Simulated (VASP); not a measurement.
Set up this calculation in VASP 6.6.1, as the native input.

```
Task                   : relaxation of cell and atoms
Functional             : LDA
Potentials or basis    : VASP PAW LDA potentials, release 64 (Sn_d, Te)
Cutoff                 : 500 eV
k mesh                 : 6 × 6 × 6
Occupations            : gaussian, width 0.01 eV
Spin                   : no spin polarisation
Target pressure        : 10 GPa
Dipole correction      : no
Further INCAR settings : ALGO = Normal; EDIFF = 1e-07; IBRION = 2; EDIFFG = -0.01; NSW = 80; ISIF = 3
```

The structure of SnTe lies in POSCAR:

```
SnTe
1.0
    0.0000000000      3.1508500000      3.1508500000
    3.1508500000      0.0000000000      3.1508500000
    3.1508500000      3.1508500000      0.0000000000
Sn Te
1 1
Direct
    0.0000000000      0.0000000000      0.0000000000
    0.5000000000      0.5000000000      0.5000000000
```

One way to write it, as run:

INCAR

```
ALGO = Normal ; EDIFF = 1E-7
EDIFFG = -0.01 ; ENCUT = 500
GGA = CA ; GGA_COMPAT = False
IBRION = 2 ; ISIF = 3
ISMEAR = 0 ; LASPH = True
LCHARG = False ; LREAL = False
LWAVE = False ; NELM = 120
NELMIN = 4 ; NSW = 80
PREC = Accurate ; PSTRESS = 100.0
SIGMA = 0.01
```

KPOINTS

```
k-points
0
Gamma
  6 6 6
```

Potentials or basis: VASP PAW LDA potentials, release 64 (Sn_d, Te).

The run is started by

```console
$ cat potpaw_LDA.64/Sn_d/POTCAR potpaw_LDA.64/Te/POTCAR > POTCAR
$ mpirun -np 1 vasp_std > vasp.out
```

It gave:

The relaxed volume is 26.38 Å³/atom and the relaxed cell is a = 4.210 Å, b = 4.210 Å, c = 4.210 Å, α = 60.00°, β = 60.00°, γ = 60.00°. The space group after relaxing (to 0.05 Å) is Fm-3m (No. 225) and the energy change on relaxing (the enthalpy is what falls) is +104.4 meV/atom. The ionic steps are 3 and the pressure after relaxing is 10.0 GPa. The band gap on the k mesh is 0.03 eV, indirect (least direct gap 0.19 eV).

Caveat: the cell is relaxed towards a set pressure, so the enthalpy falls and the energy may rise; the volume moved by over 15 % at a fixed basis, so the end points are rough; spin-orbit coupling is left out, which moves the levels of the heavy elements.

It took 27 s on 1 thread of Intel(R) Xeon(R) Platinum 8375C CPU @ 2.90GHz (Ice Lake) (shared host), peak memory 0.16 GiB.
